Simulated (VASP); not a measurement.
# Ta (P6_3/mmc) in VASP: relaxation of volume and atoms at fixed shape with r2SCAN

Aim: the relaxation of volume and atoms at fixed shape of Ta with r2SCAN.

All numbers are computed with VASP 6.6.1; they aren't measurements. Logs are shortened: lines on timing, memory, paths and dates and some standing lists are left out, and cuts for length are marked.

## (1) The cell of the first run

It takes space group P6_3/mmc (No. 194, hexagonal). The conventional cell has a = 2.900 Å, b = 2.900 Å, c = 5.166 Å, α = 90.00°, β = 90.00°, γ = 120.00°. Within 3.8 Å of Ta (site symmetry -6m2) lie 12 Ta at 2.90 to 3.08 Å.

This isn't the form of Ta at room conditions, which is bcc.

## (2) Relaxation of volume and atoms at fixed shape, r2SCAN

Contents of POSCAR:

```
Ta
1.0
    2.9003720700      0.0000000000      0.0000000000
   -1.4501860400      2.5117959000      0.0000000000
    0.0000000000      0.0000000000      5.1662740000
Ta
2
Direct
    0.6666666667      0.3333333333      0.7500000000
    0.3333333333      0.6666666667      0.2500000000
```

Contents of INCAR.step1:

```
SYSTEM = Ta
PREC = Accurate
ENCUT = 600
ISMEAR = -1
SIGMA = 0.05
LREAL = .False.
LASPH = .True.
NELM = 100
GGA = PE
ALGO = Normal
EDIFF = 1E-4
LWAVE = .True.
LCHARG = .False.
```

Contents of INCAR.step2:

```
SYSTEM = Ta
PREC = Accurate
ENCUT = 600
EDIFF = 1E-7
ISMEAR = -1
SIGMA = 0.05
LREAL = .False.
LASPH = .True.
NELM = 100
ALGO = Normal
ISIF = 8
LWAVE = .False.
LCHARG = .False.
METAGGA = R2SCAN
LMIXTAU = .True.
IBRION = 2
NSW = 80
EDIFFG = -0.03
ISTART = 1
```

Contents of KPOINTS:

```
Automatic mesh
0
Gamma
  16 16 8
  0 0 0
```

Potentials or basis: VASP PAW PBE potentials, release 64 (Ta_pv).

On the command line:

```
> cat potpaw_PBE.64/Ta_pv/POTCAR > POTCAR
> cp INCAR.step1 INCAR
> mpirun -np 1 vasp_std > vasp.out
> cp INCAR.step2 INCAR
> mpirun -np 1 vasp_std > vasp.out
```

OUTCAR:

```text
SYSTEM = Ta
   PREC = Accurate
   ENCUT = 600
   EDIFF = 1E-7
   ISMEAR = -1
   LREAL = .False.
   LASPH = .True.
   NELM = 100
   ISIF = 8
   METAGGA = R2SCAN
   IBRION = 2
   NSW = 80
   EDIFFG = -0.03
   ISTART = 1

 ion  position               nearest neighbor table
   1  0.667  0.333  0.750-   2 3.08   2 3.08   2 3.08   2 3.08   2 3.08   2 3.08
   2  0.333  0.667  0.250-   1 3.08   1 3.08   1 3.08   1 3.08   1 3.08   1 3.08

  LATTYP: Found a hexagonal cell.
 ALAT       =     2.9003720700
 C/A-ratio  =     1.7812452593

  Lattice vectors:

 A1 = (   2.9003720700,   0.0000000000,   0.0000000000)
 A2 = (  -1.4501860400,   2.5117959000,   0.0000000000)
 A3 = (   0.0000000000,   0.0000000000,   5.1662740000)

Analysis of symmetry for initial positions (statically):
=====================================================================
 Subroutine PRICEL returns:
 Original cell was already a primitive cell.

 Routine SETGRP: Setting up the symmetry group for a
 hexagonal supercell.

 Subroutine GETGRP returns: Found 24 space group operations
 (whereof 12 operations were pure point group operations)
 out of a pool of 24 trial point group operations.

The static configuration has the point symmetry D_3d.
 The point group associated with its full space group is D_6h.

Analysis of symmetry for dynamics (positions and initial velocities):
=====================================================================
 Subroutine PRICEL returns:
 Original cell was already a primitive cell.

 Routine SETGRP: Setting up the symmetry group for a
 hexagonal supercell.

 Subroutine GETGRP returns: Found 24 space group operations
 (whereof 12 operations were pure point group operations)
 out of a pool of 24 trial point group operations.

The dynamic configuration has the point symmetry D_3d.
 The point group associated with its full space group is D_6h.

 Subroutine INISYM returns: Found 24 space group operations
 (whereof 12 operations are pure point group operations),
 and found     1 'primitive' translations

----------------------------------------------------------------------------------------

                                     Primitive cell

  volume of cell :      37.6370

  direct lattice vectors                    reciprocal lattice vectors
     2.900372070  0.000000000  0.000000000     0.344783351  0.199060760  0.000000000
    -1.450186040  2.511795900  0.000000000     0.000000000  0.398121519  0.000000000
     0.000000000  0.000000000  5.166274000     0.000000000  0.000000000  0.193563098

  length of vectors
     2.900372070  2.900372079  5.166274000     0.398121521  0.398121519  0.193563098

  position of ions in fractional coordinates (direct lattice)
     0.666666667  0.333333333  0.750000000
     0.333333333  0.666666667  0.250000000

  ion indices of the primitive-cell ions
   primitive index   ion index
                 1           1
                 2           2

----------------------------------------------------------------------------------------

 KPOINTS: Automatic mesh

Automatic generation of k-mesh.
 Grid dimensions read from file:
 generate k-points for:   16   16    8

 Generating k-lattice:

  Cartesian coordinates                     Fractional coordinates (reciprocal lattice)
     0.021548959  0.012441298  0.000000000     0.062500000  0.000000000  0.000000000
     0.000000000  0.024882595  0.000000000     0.000000000  0.062500000  0.000000000
     0.000000000  0.000000000  0.024195387     0.000000000  0.000000000  0.125000000

  Length of vectors
     0.024882595  0.024882595  0.024195387

  Shift w.r.t. Gamma in fractional coordinates (k-lattice)
     0.000000000  0.000000000  0.000000000

 Subroutine IBZKPT returns following result:
 ===========================================

 Found    150 irreducible k-points:

 Following reciprocal coordinates:
            Coordinates               Weight
  0.000000  0.000000  0.000000      1.000000
  0.062500  0.000000  0.000000      6.000000
  0.125000  0.000000  0.000000      6.000000
  0.187500 -0.000000  0.000000      6.000000
  0.250000  0.000000  0.000000      6.000000
  0.312500 -0.000000  0.000000      6.000000
[... 16 lines left out ...]
  0.187500  0.187500  0.000000      6.000000
  0.250000  0.187500  0.000000     12.000000
 [... further k-points ...]
   k-points           NKPTS =    150   k-points in BZ     NKDIM =    150   number of bands    NBANDS=     15
   number of dos      NEDOS =    301   number of ions     NIONS =      2
   total plane-waves  NPLWV =  24192
   dimension x,y,z NGX =    24 NGY =   24 NGZ =   42
   dimension x,y,z NGXF=    48 NGYF=   48 NGZF=   84
   ions per type =               2
   NGX,Y,Z   is equivalent  to a cutoff of  13.76, 13.76, 13.52 a.u.
   NGXF,Y,Z  is equivalent  to a cutoff of  27.51, 27.51, 27.03 a.u.
 SYSTEM =  Ta
   PREC   = accura    normal or accurate (medium, high low for compatibility)
   ISTART =      1    job   : 0-new  1-cont  2-samecut
   ICHARG =      0    charge: 1-file 2-atom 10-const
   ISPIN  =      1    spin polarized calculation?
   LNONCOLLINEAR =      F non collinear calculations
   LSORBIT =      F    spin-orbit coupling
   LASPH  =      T    aspherical Exc in radial PAW
   ENCUT  =  600.0 eV  44.10 Ry    6.64 a.u.   5.79  5.79 10.32*2*pi/ulx,y,z
   NELM   =    100;   NELMIN=  2; NELMDL=  0     # of ELM steps
   EDIFF  = 0.1E-06   stopping-criterion for ELM
   LREAL  =      F    real-space projection
   EDIFFG = -.3E-01   stopping-criterion for IOM
   NSW    =     80    number of steps for IOM
   IBRION =      2    ionic relax: 0-MD 1-quasi-New 2-CG
   NFREE  =      1    steps in history (QN), initial steepest desc. (CG)
   ISIF   =      8    stress and relaxation
   ISYM   =      2    0-nonsym 1-usesym 2-fastsym
   POTIM  = 0.5000    time-step for ionic-motion
   TEBEG  =    0.0;   TEEND  =   0.0 temperature during run
   PSTRESS=    0.0 pullay stress
   NELECT =      22.0000    total number of electrons
   NUPDOWN=      -1.0000    fix difference up-down
   EMIN   =  10.00;   EMAX   =-10.00  energy-range for DOS
   EFERMI =   0.00;   METHOD = LEGACY
   ISMEAR =    -1;   SIGMA  =   0.05  broadening in eV -4-tet -1-fermi 0-gaus
   EFERMI_NEDOS =   21; number of points for ismear=-14 and -15
   IALGO  =     38    algorithm
   IMIX   =      4    mixing-type and parameters
     AMIX     =   0.40;   BMIX     =  1.00
     AMIX_MAG =   1.60;   BMIX_MAG =  1.00
  volume/ion in A,a.u.               =      18.82       126.99
  Fermi-wavevector in a.u.,A,eV,Ry     =   1.368812  2.586680 25.492516  1.873647
  Thomas-Fermi vector in A             =   2.494743
   LORBIT       =      0    0 simple, 1 ext, 2 COOP (PROOUT), +10 PAW based schemes
   METAGGA = R2SCAN    functional components
   LHFCALC =     F    Hartree Fock is set to
   AEXX    =    0.0000 exact exchange contribution
   IVDW    =     0    specifies the selected vdW correction
   LEPSILON=     F    determine dielectric tensor
   LRPA    =     F    only Hartree local field effects (RPA)
 conjugate gradient relaxation of ions
 non-spin polarized calculation
  energy-cutoff  :      600.00
  volume of cell :       37.64
 maximum number of plane-waves:      1275
 NGX is ok and might be reduce to    24
   NGX = 11   NGY = 11   NGZ = 21

--------------------------------------- Ionic step        1  -------------------------------------------

 number of electron      22.0000002 magnetization

 Free energy of the ion-electron system (eV)
  ---------------------------------------------------
  ext. energy  EPLUGINS =         0.00000000
  ---------------------------------------------------
  free energy    TOTEN  =       -96.56197530 eV

  energy without entropy =      -96.54273140  energy(sigma->0) =      -96.55235335

------------------------ aborting loop because EDIFF is reached ----------------------------------------

  FORCE on cell =-STRESS in cart. coord.  units (eV):
  Direction    XX          YY          ZZ          XY          YZ          ZX
  --------------------------------------------------------------------------------------
  -------------------------------------------------------------------------------------
  Total       -0.5732002     -0.5732002     -0.8265743      0.0000000      0.0000000      0.0000000
  in kB      -24.4006529    -24.4006531    -35.1865761      0.0000000      0.0000000      0.0000000
  external PRESSURE =     -27.9959607 kB  Pullay stress =       0.0000000 kB

 VOLUME and BASIS-vectors are now :
 -----------------------------------------------------------------------------
  energy-cutoff  :      600.00
  volume of cell :       37.64
      direct lattice vectors                 reciprocal lattice vectors
     2.900372070  0.000000000  0.000000000     0.344783351  0.199060760  0.000000000
    -1.450186040  2.511795900  0.000000000     0.000000000  0.398121519  0.000000000
     0.000000000  0.000000000  5.166274000     0.000000000  0.000000000  0.193563098
[... 37 lines left out ...]
 POSITION                                       TOTAL-FORCE (eV/Angst)
 -----------------------------------------------------------------------------------
      1.42718      0.82398      3.81324        -0.000000     -0.000000      0.000000
     -0.00000      1.64797      1.27108         0.000000      0.000000      0.000000
 -----------------------------------------------------------------------------------
    total drift:                               -0.000000      0.000000     -0.000000

  FREE ENERGIE OF THE ION-ELECTRON SYSTEM (eV)
  ---------------------------------------------------
  free  energy   TOTEN  =       -96.5407453714 eV

  energy  without entropy=      -96.5222587943  energy(sigma->0) =      -96.53150208

--------------------------------------- Ionic step        3  -------------------------------------------

 number of electron      22.0000000 magnetization

 Free energy of the ion-electron system (eV)
  ---------------------------------------------------
  ext. energy  EPLUGINS =         0.00000000
  ---------------------------------------------------
  free energy    TOTEN  =       -96.56680557 eV

  energy without entropy =      -96.54788018  energy(sigma->0) =      -96.55734288

 E-fermi :   5.5507     XC(G=0): -13.5814

 val. band max:        5.5418568589   @ k =   0.1875   0.1250   0.2500
 cond. band min:       5.5681578546   @ k =   0.1250   0.0000   0.2500
 fundamental gap:      0.0263009957
 Fermi energy:         5.5506570173

 k-point     1 :       0.0000    0.0000    0.0000
  band No.  band energies     occupation
      1     -30.2244      2.00000
      2     -29.3260      2.00000
      3     -29.2109      2.00000
      4     -29.2109      2.00000
      5     -29.1224      2.00000
      6     -29.1224      2.00000
      7      -3.1132      2.00000
      8       0.3559      2.00000
      9       4.9534      1.99999
     10       5.2397      1.99602
     11       6.2539      0.00000
     12       6.2539      0.00000
     13       6.8493      0.00000
     14       6.8493      0.00000
     15       8.8620      0.00000
[... 397 lines left out ...]
 k-point    24 :       0.2500    0.1875    0.0000
  band No.  band energies     occupation
      1     -30.0654      2.00000
      2     -30.0111      2.00000
      3     -29.8355      2.00000
      4     -29.5811      2.00000
      5     -29.4742      2.00000
      6     -29.4242      2.00000
      7       1.2542      2.00000
      8       2.6406      2.00000
      9       3.0789      2.00000
     10       3.7847      2.00000
     11       5.3356      1.97326
     12       5.5367      1.13908
     13       6.4849      0.00000
     14       8.0205      0.00000
     15      10.6925      0.00000

 [... further k-points ...]
[... 5 lines left out ...]
  --------------------------------------------------------------------------------------
  -------------------------------------------------------------------------------------
  Total        0.0982565      0.0982565     -0.2130299     -0.0000000      0.0000000      0.0000000
  in kB        4.2434266      4.2434266     -9.2001760     -0.0000000      0.0000000      0.0000000
  external PRESSURE =      -0.2377743 kB  Pullay stress =       0.0000000 kB

 VOLUME and BASIS-vectors are now :
 -----------------------------------------------------------------------------
  energy-cutoff  :      600.00
  volume of cell :       37.10
      direct lattice vectors                 reciprocal lattice vectors
     2.886469083  0.000000000  0.000000000     0.346444036  0.200019558  0.000000000
    -1.443234547  2.499755560  0.000000000     0.000000000  0.400039114  0.000000000
     0.000000000  0.000000000  5.141509371     0.000000000  0.000000000  0.194495415

 POSITION                                       TOTAL-FORCE (eV/Angst)
 -----------------------------------------------------------------------------------
      1.44323      0.83325      3.85613        -0.000000      0.000000      0.000000
     -0.00000      1.66650      1.28538         0.000000     -0.000000      0.000000
 -----------------------------------------------------------------------------------
    total drift:                               -0.000000      0.000000     -0.000000

  FREE ENERGIE OF THE ION-ELECTRON SYSTEM (eV)
  ---------------------------------------------------
  free  energy   TOTEN  =       -96.5668055692 eV

  energy  without entropy=      -96.5478801835  energy(sigma->0) =      -96.55734288

 reached required accuracy - stopping structural energy minimisation
```

Run time: 7.3 min. Hardware: 1 thread of Intel Xeon 6975P-C (Granite Rapids), shared host; peak memory 0.24 GiB.

Results:

- Free energy: -96.5668 eV
- Relaxed volume: 18.55 Å³/atom
- Relaxed cell: a = 2.886 Å, b = 2.886 Å, c = 5.142 Å, α = 90.00°, β = 90.00°, γ = 120.00°
- Space group after relaxing (to 0.1 Å): P6_3/mmc (No. 194)
- Energy gained by relaxing: 2.4 meV/atom
- Ionic steps: 3
- Pressure after relaxing: 0.0 GPa
- Band gap on the k mesh: zero (bands 11 and 12 overlap by 2.25 eV)

Step by step:
```tsv
step	energy change (eV)	largest force (eV/Å)	pressure (GPa)	volume (Å³)
1	0.0000	0.0000	-2.80	37.64
2	0.0212	0.0000	7.05	35.87
3	-0.0048	0.0000	-0.02	37.10
```

Final structure:
```cif
data_structure
_symmetry_space_group_name_H-M 'P 1'
_symmetry_Int_Tables_number 1
_cell_length_a 2.8865
_cell_length_b 2.8865
_cell_length_c 5.1415
_cell_angle_alpha 90.000
_cell_angle_beta 90.000
_cell_angle_gamma 120.000
_cell_volume 37.10
loop_
_atom_site_label
_atom_site_type_symbol
_atom_site_fract_x
_atom_site_fract_y
_atom_site_fract_z
_atom_site_occupancy
Ta1 Ta 0.66667 0.33333 0.75000 1
Ta2 Ta 0.33333 0.66667 0.25000 1
```

Levels at points of the mesh, in eV from the Fermi level:
| k point | band 7 | band 8 | band 9 | band 10 | band 11 | band 12 | band 13 | band 14 | band 15 |
| --- | --- | --- | --- | --- | --- | --- | --- | --- | --- |
| (0.00, 0.00, 0.00) | -8.66 | -5.19 | -0.60 | -0.31 | 0.70 | 0.70 | 1.30 | 1.30 | 3.31 |
| (0.50, 0.00, 0.00) | -4.26 | -4.08 | -3.50 | -0.60 | -0.34 | 0.53 | 1.07 | 5.98 | 6.81 |
| (0.00, 0.00, 0.50) | -6.73 | -6.73 | -1.30 | -1.30 | 0.76 | 0.76 | 0.76 | 0.76 | 4.81 |
| (0.50, 0.00, 0.50) | -4.56 | -4.56 | -2.42 | -2.42 | 1.46 | 1.46 | 2.90 | 2.90 | 5.87 |

Caveat: the PAW data sets were made with another functional, which shifts forces and pressure a little; spin-orbit coupling is left out, which moves the levels of the heavy elements.

The gap in the log of VASP goes by the Fermi energy; the results here count the filled bands.